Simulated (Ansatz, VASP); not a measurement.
MoS2: VASP beside Ansatz

The input INCAR:

```
SYSTEM = MoS2
PREC = Accurate
ENCUT = 520
EDIFF = 1E-7
ISMEAR = -1
SIGMA = 0.1
LREAL = .False.
LASPH = .True.
NELM = 80
ALGO = Normal
ISIF = 2
LWAVE = .False.
LCHARG = .False.
GGA = PE
NBANDS = 35
```

Contents of KPOINTS:

```
Automatic mesh
0
Gamma
  8 8 2
  0 0 0
```

POSCAR

```
MoS2
1.0
    3.0596358598      0.0000000000      0.0000000000
   -1.5298179299      2.6497180318      0.0000000000
    0.0000000000      0.0000000000     11.8986911759
Mo S
2 4
Direct
    0.3333333333      0.6666666667      0.2500000000
    0.6666666667      0.3333333333      0.7500000000
    0.3333333333      0.6666666667      0.6230000000
    0.6666666667      0.3333333333      0.1230000000
    0.3333333333      0.6666666667      0.8770000000
    0.6666666667      0.3333333333      0.3770000000
```

Input for Ansatz:

```yaml
crystal:
  lattice:
    - [3.0596358598152404, 0.0, 0.0]
    - [-1.5298179299076202, 2.6497180317932285, 0.0]
    - [0.0, 0.0, 11.898691175879781]
  atoms:
    - { symbol: Mo, position: [0.3333333333333333, 0.6666666666666666, 0.25] }
    - { symbol: Mo, position: [0.6666666666666666, 0.3333333333333333, 0.75] }
    - { symbol: S, position: [0.3333333333333333, 0.6666666666666666, 0.623] }
    - { symbol: S, position: [0.6666666666666666, 0.3333333333333333, 0.123] }
    - { symbol: S, position: [0.3333333333333333, 0.6666666666666666, 0.877] }
    - { symbol: S, position: [0.6666666666666666, 0.3333333333333333, 0.377] }
basis:
  ecutwfc: 500.0
kpoints:
  mp_grid:
    grid: [8, 8, 2]
hamiltonian:
  xc: pbe
scf:
  occupations:
    method: fermi_dirac
    width: 0.1
output:
  stress: true
```

Alike in both runs: task single point; functional PBE; k mesh 8 × 8 × 2; occupations fermi-dirac, width 0.1 eV; no spin polarisation.

|  | VASP | Ansatz |
| --- | --- | --- |
| version | VASP 6.6.1 | Ansatz 0.2.0 |
| potentials or method | VASP PAW PBE potentials, release 64 (Mo_sv, S), cutoff 520 eV | plane waves, PAW |
| valence electrons in the cell | 52 | 52 |

```tsv
	VASP	Ansatz	Ansatz less VASP
pressure (GPa)	21.9	22.1	+0.21
traceless stress, the component that is largest in VASP (GPa)	1.63	1.70	+0.070
```

Ansatz's warnings: structure snapped to symmetry.
